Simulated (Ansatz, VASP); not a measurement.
PbSe: VASP beside Ansatz

The input INCAR:

```
SYSTEM = PbSe
PREC = Accurate
ENCUT = 520
EDIFF = 1E-6
ISMEAR = -1
SIGMA = 0.02
LREAL = .FALSE.
LASPH = .TRUE.
NELM = 80
ALGO = Normal
ISIF = 2
LWAVE = .FALSE.
LCHARG = .TRUE.
GGA = PE
LELF = .TRUE.
LVHAR = .TRUE.
NBANDS = 17
```

File KPOINTS:

```
Automatic mesh
0
G
  8 8 8
  0 0 0
```

Contents of POSCAR:

```
PbSe
1.0
    0.0000000000      2.9960411529      2.9960411529
    2.9960411529      0.0000000000      2.9960411529
    2.9960411529      2.9960411529      0.0000000000
Pb Se
1 1
Direct
    0.0000000000      0.0000000000      0.0000000000
    0.5000000000      0.5000000000      0.5000000000
```

Input for Ansatz:

```yaml
crystal:
  lattice:
    - [0.0, 2.9960411529, 2.9960411529]
    - [2.9960411529, 0.0, 2.9960411529]
    - [2.9960411529, 2.9960411529, 0.0]
  atoms:
    - { symbol: Pb, position: [0.0, 0.0, 0.0] }
    - { symbol: Se, position: [0.5, 0.5, 0.5] }
kpoints:
  mp_grid: { grid: [8, 8, 8] }
  band_path:
    path:
      - [0.0, 0.0, 0.0]
      - [0.5, 0.0, 0.5]
      - [0.625, 0.25, 0.625]
      - [0.375, 0.375, 0.75]
      - [0.5, 0.5, 0.5]
      - [0.5, 0.25, 0.75]
      - [0.0, 0.0, 0.5]
    npoints: 1
hamiltonian:
  xc: pbe
scf:
  occupations: { method: fermi_dirac, width: 0.02 }
  n_extra_bands: 4
output:
  forces: true
  stress: true
  eigenvalues: true
```

Change from the starting cell: hydrostatic strain -3.0%.

Alike in both runs: task single point; functional PBE; k mesh 8 × 8 × 8; occupations fermi-dirac, width 0.02 eV; no spin polarisation.

|  | VASP | Ansatz |
| --- | --- | --- |
| version | VASP 6.6.1 | Ansatz 0.2.0 |
| potentials or method | VASP PAW PBE potentials, release 64 (Pb_d, Se) | plane waves, PAW |
| plane-wave cutoff (eV) | 520 | 420 |
| valence electrons in the cell | 20 | 30 |

```csv
,VASP,Ansatz,Ansatz less VASP
pressure (GPa),6.6,6.6,+0.01
```

VASP's potentials hold 20 valence electrons a cell and Ansatz's 30, so a difference there can come from the potentials and not from the codes.

Spin-orbit coupling is off throughout.
